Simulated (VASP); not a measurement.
**Rh: relaxation of cell and atoms with PBEsol**

Crystal: Rh.

```xyz
4
Lattice="2.6345 0.0000 0.0000 -1.3172 2.2815 0.0000 0.0000 0.0000 8.5936" Properties=species:S:1:pos:R:3 pbc="T T T"
Rh    0.0000    0.0000    0.0000
Rh    0.0000    1.5210    2.1484
Rh    0.0000    0.0000    4.2968
Rh    1.3172    0.7605    6.4452
```

This isn't the form of Rh at room conditions, which is fcc.

```
Program                : VASP 6.6.1
Task                   : relaxation of cell and atoms
Functional             : PBEsol
Potentials or basis    : VASP PAW PBE potentials, release 64 (Rh_pv)
Cutoff                 : 600 eV
k mesh                 : 18 × 18 × 6
Occupations            : gaussian, width 0.1 eV
Spin                   : no spin polarisation
Target pressure        : 15 GPa
Dipole correction      : no
Further INCAR settings : ALGO = Fast; EDIFF = 1e-06; IBRION = 2; EDIFFG = -0.008; NSW = 70; ISIF = 3
```

```
Relaxed volume                                             : 12.92 Å³/atom
Relaxed cell                                               : a = 2.635 Å, b = 2.635 Å, c = 8.595 Å, α = 90.00°, β = 90.00°, γ = 120.00°
Space group after relaxing (to 0.1 Å)                      : P6_3/mmc (No. 194)
Energy change on relaxing (the run minimises the enthalpy) : -0.5 meV/atom
Ionic steps                                                : 3
Pressure after relaxing                                    : 15.0 GPa
Band gap on the k mesh                                     : zero (bands 30 and 31 overlap by 2.23 eV)
```

Step by step:
```csv
step,energy change (eV),largest force (eV/Å),pressure (GPa),volume (Å³)
1,0.0000,0.0000,15.19,51.65
2,-0.0106,0.0000,14.32,51.77
3,-0.0021,0.0000,14.98,51.68
```

Final structure:
```
CELL_PARAMETERS angstrom
2.63485 0.00000 0.00000
-1.31742 2.28184 0.00000
0.00000 0.00000 8.59501
ATOMIC_POSITIONS crystal
Rh 0.00000 0.00000 0.00000
Rh 0.33333 0.66667 0.25000
Rh 0.00000 0.00000 0.50000
Rh 0.66667 0.33333 0.75000
```

Levels at points of the mesh, in eV from the Fermi level:
| k point | band 27 | band 28 | band 29 | band 30 | band 31 | band 32 | band 33 | band 34 |
| --- | --- | --- | --- | --- | --- | --- | --- | --- |
| (0.00, 0.00, 0.00) | -2.92 | -1.60 | -1.60 | -0.96 | -0.96 | -0.38 | -0.38 | 0.48 |
| (0.50, 0.00, 0.00) | 0.62 | 0.67 | 0.73 | 0.92 | 0.93 | 0.97 | 1.13 | 2.24 |
| (0.00, 0.00, 0.50) | -1.32 | -1.32 | -1.26 | -1.26 | -1.26 | -1.26 | 0.08 | 0.08 |
| (0.50, 0.00, 0.50) | -0.12 | -0.12 | 0.65 | 0.65 | 0.90 | 0.90 | 3.00 | 3.00 |

It took 6.7 min on 1 thread of AMD EPYC 9R45 96-Core Processor (Zen 5), on a shared host, peak memory 0.34 GiB.

Caveat: the cell is relaxed towards a set pressure, so the run minimises the enthalpy, not the energy; the PAW data sets were made with another functional, which shifts forces and pressure a little.
